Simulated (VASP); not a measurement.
# Sc2Cd (Fd-3m) in VASP: a series of runs

Sc2Cd is run at these levels: PBE; tasks: single point, relaxation of cell and atoms.

Everything below comes from runs of VASP 6.6.1. Logs are shortened: lines on timing, memory, paths and dates and some standing lists are left out, and cuts for length are marked.

### Step 1. The cell of the first run

It takes space group Fd-3m (No. 227, cubic). The conventional cell has a = 7.959 Å, b = 7.959 Å, c = 7.959 Å, α = 90.00°, β = 90.00°, γ = 90.00°. Within 3.7 Å of Sc (site symmetry -3m) lie 6 Sc at 2.81 Å and 6 Cd at 3.30 Å. Within 4.3 Å of Cd (site symmetry -43m) lie 12 Sc at 3.30 Å and 4 Cd at 3.45 Å.

### Step 2. Single point, PBE

The input, INCAR:

```
SYSTEM = Sc2Cd
  PREC = Accurate
  ENCUT = 520
  EDIFF = 1E-7
  ISMEAR = 0
  SIGMA = 0.1
  LREAL = .FALSE.
  LASPH = .TRUE.
  NELM = 60
  ALGO = Normal
  ISIF = 2
  LWAVE = .FALSE.
  LCHARG = .TRUE.
  GGA = PE
  LELF = .TRUE.
  LVHAR = .TRUE.
  NBANDS = 43
```

The input, KPOINTS:

```
regular mesh
0
G
  4 4 4
  0 0 0
```

The input, POSCAR:

```
Sc2Cd
1.0
    0.0000000000      3.9794563447      3.9794563447
    3.9794563447      0.0000000000      3.9794563447
    3.9794563447      3.9794563447      0.0000000000
Sc Cd
4 2
Direct
    0.6250000000      0.6250000000      0.6250000000
    0.1250000000      0.6250000000      0.6250000000
    0.6250000000      0.6250000000      0.1250000000
    0.6250000000      0.1250000000      0.6250000000
    0.0000000000      0.0000000000      0.0000000000
    0.2500000000      0.2500000000      0.2500000000
```

Potentials or basis: VASP PAW PBE potentials, release 64 (Sc_sv, Cd).

Started as:

```
> cat potpaw_PBE.64/Sc_sv/POTCAR potpaw_PBE.64/Cd/POTCAR > POTCAR
> mpirun -np 1 vasp_std > vasp.out
```

OUTCAR:

```text
SYSTEM = Sc2Cd
   PREC = Accurate
   ENCUT = 520
   EDIFF = 1E-7
   ISMEAR = 0
   LREAL = .FALSE.
   LASPH = .TRUE.
   NELM = 60
   ISIF = 2
   GGA = PE

 ion  position               nearest neighbor table
   1  0.625  0.625  0.625-   2 2.81   3 2.81   4 2.81   3 2.81   4 2.81   2 2.81   6 3.30   5 3.30
                             6 3.30   5 3.30   6 3.30   5 3.30
   2  0.125  0.625  0.625-   1 2.81   3 2.81   4 2.81   1 2.81   3 2.81   4 2.81   6 3.30   5 3.30
                             5 3.30   6 3.30   5 3.30   6 3.30
   3  0.625  0.625  0.125-   1 2.81   1 2.81   2 2.81   4 2.81   4 2.81   2 2.81   6 3.30   5 3.30
                             6 3.30   5 3.30   6 3.30   5 3.30
   4  0.625  0.125  0.625-   1 2.81   3 2.81   1 2.81   2 2.81   3 2.81   2 2.81   6 3.30   5 3.30
                             6 3.30   5 3.30   6 3.30   5 3.30
   5  0.000  0.000  0.000-   1 3.30   1 3.30   2 3.30   3 3.30   4 3.30   1 3.30   4 3.30   2 3.30
                             4 3.30   3 3.30   2 3.30   3 3.30   6 3.45   6 3.45   6 3.45   6 3.45
   6  0.250  0.250  0.250-   2 3.30   3 3.30   4 3.30   1 3.30   1 3.30   1 3.30   2 3.30   2 3.30
                             3 3.30   4 3.30   3 3.30   4 3.30   5 3.45   5 3.45   5 3.45   5 3.45

  LATTYP: Found a face centered cubic cell.
 ALAT       =     7.9589126894

  Lattice vectors:

 A1 = (   0.0000000000,   3.9794563447,   3.9794563447)
 A2 = (   3.9794563447,   0.0000000000,   3.9794563447)
 A3 = (   3.9794563447,   3.9794563447,   0.0000000000)

Analysis of symmetry for initial positions (statically):
=====================================================================
 Subroutine PRICEL returns:
 Original cell was already a primitive cell.

 Routine SETGRP: Setting up the symmetry group for a
 face centered cubic supercell.

 Subroutine GETGRP returns: Found 48 space group operations
 (whereof 24 operations were pure point group operations)
 out of a pool of 48 trial point group operations.

The static configuration has the point symmetry T_d .
 The point group associated with its full space group is O_h .

Analysis of symmetry for dynamics (positions and initial velocities):
=====================================================================
 Subroutine PRICEL returns:
 Original cell was already a primitive cell.

 Routine SETGRP: Setting up the symmetry group for a
 face centered cubic supercell.

 Subroutine GETGRP returns: Found 48 space group operations
 (whereof 24 operations were pure point group operations)
 out of a pool of 48 trial point group operations.

The dynamic configuration has the point symmetry T_d .
 The point group associated with its full space group is O_h .

 Subroutine INISYM returns: Found 48 space group operations
 (whereof 24 operations are pure point group operations),
 and found     1 'primitive' translations

----------------------------------------------------------------------------------------

                                     Primitive cell

  volume of cell :     126.0379

  direct lattice vectors                    reciprocal lattice vectors
     0.000000000  3.979456345  3.979456345    -0.125645303  0.125645303  0.125645303
     3.979456345  0.000000000  3.979456345     0.125645303 -0.125645303  0.125645303
     3.979456345  3.979456345  0.000000000     0.125645303  0.125645303 -0.125645303

  length of vectors
     5.627801134  5.627801134  5.627801134     0.217624049  0.217624049  0.217624049

  position of ions in fractional coordinates (direct lattice)
     0.625000000  0.625000000  0.625000000
     0.125000000  0.625000000  0.625000000
     0.625000000  0.625000000  0.125000000
     0.625000000  0.125000000  0.625000000
     0.000000000  0.000000000  0.000000000
     0.250000000  0.250000000  0.250000000

  ion indices of the primitive-cell ions
   primitive index   ion index
                 1           1
                 2           2
                 3           3
                 4           4
                 5           5
                 6           6

----------------------------------------------------------------------------------------

 KPOINTS: regular mesh

Automatic generation of k-mesh.
 Grid dimensions read from file:
 generate k-points for:    4    4    4

 Generating k-lattice:

  Cartesian coordinates                     Fractional coordinates (reciprocal lattice)
    -0.031411326  0.031411326  0.031411326     0.250000000  0.000000000  0.000000000
     0.031411326 -0.031411326  0.031411326     0.000000000  0.250000000  0.000000000
     0.031411326  0.031411326 -0.031411326     0.000000000  0.000000000  0.250000000

  Length of vectors
     0.054406012  0.054406012  0.054406012

  Shift w.r.t. Gamma in fractional coordinates (k-lattice)
     0.000000000  0.000000000  0.000000000

 Subroutine IBZKPT returns following result:
 ===========================================

 Found      8 irreducible k-points:

 Following reciprocal coordinates:
            Coordinates               Weight
  0.000000  0.000000  0.000000      1.000000
  0.250000  0.000000  0.000000      8.000000
  0.500000  0.000000  0.000000      4.000000
  0.250000  0.250000  0.000000      6.000000
  0.500000  0.250000  0.000000     24.000000
 -0.250000  0.250000  0.000000     12.000000
  0.500000  0.500000  0.000000      3.000000
 -0.250000  0.500000  0.250000      6.000000
   k-points           NKPTS =      8   k-points in BZ     NKDIM =      8   number of bands    NBANDS=     43
   number of dos      NEDOS =    301   number of ions     NIONS =      6
   total plane-waves  NPLWV =  74088
   dimension x,y,z NGX =    42 NGY =   42 NGZ =   42
   dimension x,y,z NGXF=    84 NGYF=   84 NGZF=   84
   ions per type =               4   2
   NGX,Y,Z   is equivalent  to a cutoff of  12.41, 12.41, 12.41 a.u.
   NGXF,Y,Z  is equivalent  to a cutoff of  24.81, 24.81, 24.81 a.u.
 SYSTEM =  Sc2Cd
   PREC   = accura    normal or accurate (medium, high low for compatibility)
   ISTART =      0    job   : 0-new  1-cont  2-samecut
   ICHARG =      2    charge: 1-file 2-atom 10-const
   ISPIN  =      1    spin polarized calculation?
   LNONCOLLINEAR =      F non collinear calculations
   LSORBIT =      F    spin-orbit coupling
   LASPH  =      T    aspherical Exc in radial PAW
   ENCUT  =  520.0 eV  38.22 Ry    6.18 a.u.  10.46 10.46 10.46*2*pi/ulx,y,z
   NELM   =     60;   NELMIN=  2; NELMDL= -5     # of ELM steps
   EDIFF  = 0.1E-06   stopping-criterion for ELM
   LREAL  =      F    real-space projection
   EDIFFG = 0.1E-05   stopping-criterion for IOM
   NSW    =      0    number of steps for IOM
   IBRION =     -1    ionic relax: 0-MD 1-quasi-New 2-CG
   NFREE  =      0    steps in history (QN), initial steepest desc. (CG)
   ISIF   =      2    stress and relaxation
   ISYM   =      2    0-nonsym 1-usesym 2-fastsym
   POTIM  = 0.5000    time-step for ionic-motion
   TEBEG  =    0.0;   TEEND  =   0.0 temperature during run
   PSTRESS=    0.0 pullay stress
   NELECT =      68.0000    total number of electrons
   NUPDOWN=      -1.0000    fix difference up-down
   EMIN   =  10.00;   EMAX   =-10.00  energy-range for DOS
   EFERMI =   0.00;   METHOD = LEGACY
   ISMEAR =     0;   SIGMA  =   0.10  broadening in eV -4-tet -1-fermi 0-gaus
   EFERMI_NEDOS =   21; number of points for ismear=-14 and -15
   IALGO  =     38    algorithm
   IMIX   =      4    mixing-type and parameters
     AMIX     =   0.40;   BMIX     =  1.00
     AMIX_MAG =   1.60;   BMIX_MAG =  1.00
  volume/ion in A,a.u.               =      21.01       141.76
  Fermi-wavevector in a.u.,A,eV,Ry     =   1.332736  2.518505 24.166460  1.776185
  Thomas-Fermi vector in A             =   2.461648
   LORBIT       =      0    0 simple, 1 ext, 2 COOP (PROOUT), +10 PAW based schemes
   GGA     = PE    functional components
   LHFCALC =     F    Hartree Fock is set to
   AEXX    =    0.0000 exact exchange contribution
   IVDW    =     0    specifies the selected vdW correction
   LEPSILON=     F    determine dielectric tensor
   LRPA    =     F    only Hartree local field effects (RPA)
 non-spin polarized calculation
 Gauss-broadening in eV      SIGMA  =   0.10
  energy-cutoff  :      520.00
  volume of cell :      126.04
 maximum number of plane-waves:      3426
 NGX is ok and might be reduce to    42
   NGX = 21   NGY = 21   NGZ = 21

 number of electron      68.0000003 magnetization

 Free energy of the ion-electron system (eV)
  ---------------------------------------------------
  ext. energy  EPLUGINS =         0.00000000
  ---------------------------------------------------
  free energy    TOTEN  =       -25.01119000 eV

  energy without entropy =      -24.98230677  energy(sigma->0) =      -24.99674839

 E-fermi :   4.1607     XC(G=0): -10.6973

 val. band max:        4.1451038234   @ k =   0.2500   0.2500   0.0000
 cond. band min:       4.1800987719   @ k =   0.0000   0.0000   0.0000
 fundamental gap:      0.0349949485
 Fermi energy:         4.1607063271

 k-point     1 :       0.0000    0.0000    0.0000
  band No.  band energies     occupation
      1     -45.1068      2.00000
      2     -44.8824      2.00000
      3     -44.8824      2.00000
      4     -44.8824      2.00000
      5     -24.4586      2.00000
      6     -23.9979      2.00000
[... 35 lines left out ...]
     42       7.5051      0.00000
     43       7.6400      0.00000

 k-point     2 :       0.2500    0.0000    0.0000
  band No.  band energies     occupation
      1     -45.0837      2.00000
      2     -44.9064      2.00000
      3     -44.8825      2.00000
      4     -44.8825      2.00000
      5     -24.3541      2.00000
      6     -23.9565      2.00000
[... 35 lines left out ...]
     42       6.8072      0.00000
     43       6.9330      0.00000

 k-point     3 :       0.5000    0.0000    0.0000
  band No.  band energies     occupation
      1     -45.0515      2.00000
      2     -44.9396      2.00000
      3     -44.8825      2.00000
      4     -44.8825      2.00000
      5     -24.2484      2.00000
      6     -23.9271      2.00000
[... 183 lines left out ...]
      6     -24.0419      2.00000
[... 35 lines left out ...]
     42       5.8687      0.00000
     43       6.1615      0.00000

 k-point     8 :      -0.2500    0.5000    0.2500
  band No.  band energies     occupation
      1     -44.9958      2.00000
      2     -44.9958      2.00000
      3     -44.8827      2.00000
      4     -44.8827      2.00000
      5     -23.9985      2.00000
      6     -23.9985      2.00000
[... 35 lines left out ...]
     42       6.1051      0.00000
     43       6.5679      0.00000

------------------------ aborting loop because EDIFF is reached ----------------------------------------

  FORCE on cell =-STRESS in cart. coord.  units (eV):
  Direction    XX          YY          ZZ          XY          YZ          ZX
  --------------------------------------------------------------------------------------
  -------------------------------------------------------------------------------------
  Total        5.7964061      5.7964061      5.7964061      0.0000000      0.0000000      0.0000000
  in kB       73.6831450     73.6831450     73.6831450      0.0000000      0.0000000      0.0000000
  external PRESSURE =      73.6831450 kB  Pullay stress =       0.0000000 kB

 VOLUME and BASIS-vectors are now :
 -----------------------------------------------------------------------------
  energy-cutoff  :      520.00
  volume of cell :      126.04
      direct lattice vectors                 reciprocal lattice vectors
     0.000000000  3.979456345  3.979456345    -0.125645303  0.125645303  0.125645303
     3.979456345  0.000000000  3.979456345     0.125645303 -0.125645303  0.125645303
     3.979456345  3.979456345  0.000000000     0.125645303  0.125645303 -0.125645303

 POSITION                                       TOTAL-FORCE (eV/Angst)
 -----------------------------------------------------------------------------------
      4.97432      4.97432      4.97432         0.000000     -0.000000     -0.000000
      4.97432      2.98459      2.98459         0.000000     -0.000000     -0.000000
      2.98459      2.98459      4.97432         0.000000     -0.000000     -0.000000
      2.98459      4.97432      2.98459         0.000000     -0.000000     -0.000000
      0.00000      0.00000      0.00000         0.000000      0.000000      0.000000
      1.98973      1.98973      1.98973        -0.000000      0.000000     -0.000000
 -----------------------------------------------------------------------------------
    total drift:                                0.000000      0.000000      0.000000

  FREE ENERGIE OF THE ION-ELECTRON SYSTEM (eV)
  ---------------------------------------------------
  free  energy   TOTEN  =       -25.0111900022 eV

  energy  without entropy=      -24.9823067727  energy(sigma->0) =      -24.99674839
```

Run time: 33 s. Hardware: 1 thread of Intel Xeon 6975P-C (Granite Rapids), shared host; peak memory 0.26 GiB.

Results:

* Free energy: -25.0112 eV
* Pressure: 7.4 GPa
* Band gap on the k mesh: zero (bands 34 and 35 overlap by 0.17 eV)

Levels at points of the mesh, in eV from the Fermi level:
```csv
k point,band 32,band 33,band 34,band 35,band 36,band 37
"(0.00, 0.00, 0.00)",-0.82,-0.82,-0.82,0.02,0.37,0.37
"(0.50, 0.00, 0.00)",-0.94,-0.57,-0.57,0.23,0.23,0.50
"(0.50, 0.50, 0.00)",-1.47,-0.11,-0.11,0.15,0.15,0.69
```

Caveat: the cell stands under pressure.

(Part 1 of 3 ends here.)

The gap in the log of VASP goes by the Fermi energy; the results here count the filled bands.